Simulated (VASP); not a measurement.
**LiCl: single point with PBE**

Crystal: LiCl.

```
Li Cl
1.0
     0.00000    2.76994    2.56476
     2.76994    0.00000    2.56476
     2.76994    2.76994    0.00000
Li Cl
1 1
Direct
  0.00000 0.00000 0.00000
  0.50000 0.50000 0.50000
```

This cell differs from its parent crystal: strain +0.080 along x and y, +0.000 along z.

```
Program                : VASP 6.6.1
Task                   : single point
Functional             : PBE
Potentials or basis    : VASP PAW PBE potentials, release 64 (Li_sv, Cl)
Cutoff                 : 520 eV
k mesh                 : 8 × 8 × 8
Occupations            : gaussian, width 0.05 eV
Spin                   : no spin polarisation
Dipole correction      : no
Further INCAR settings : ALGO = Normal; EDIFF = 1e-07; NBANDS = 12
```

```yaml
Band_gap_on_the_k_mesh: 5.50 eV, direct
```

Levels at points of the mesh, in eV from the valence-band top:
```tsv
k point	band 2	band 3	band 4	band 5	band 6	band 7	band 8	band 9
(0.00, 0.00, 0.00)	-12.99	-0.22	0.00	0.00	5.50	11.55	11.55	12.14
(0.50, 0.00, 0.00)	-12.60	-2.31	-0.32	-0.20	6.51	9.05	9.64	11.42
(0.50, 0.50, 0.00)	-12.39	-2.34	-1.03	-1.03	7.47	8.19	11.84	12.60
(0.50, 0.00, 0.50)	-12.47	-2.32	-1.07	-0.64	7.52	8.55	10.85	12.51
```

Run time: 18 s on 1 thread of Intel(R) Xeon(R) Platinum 8488C (Sapphire Rapids) (shared host), peak memory 0.16 GiB.

Caveat: the cell differs from its parent crystal (strain +0.080 along x and y, +0.000 along z). A k mesh can miss the band edges.
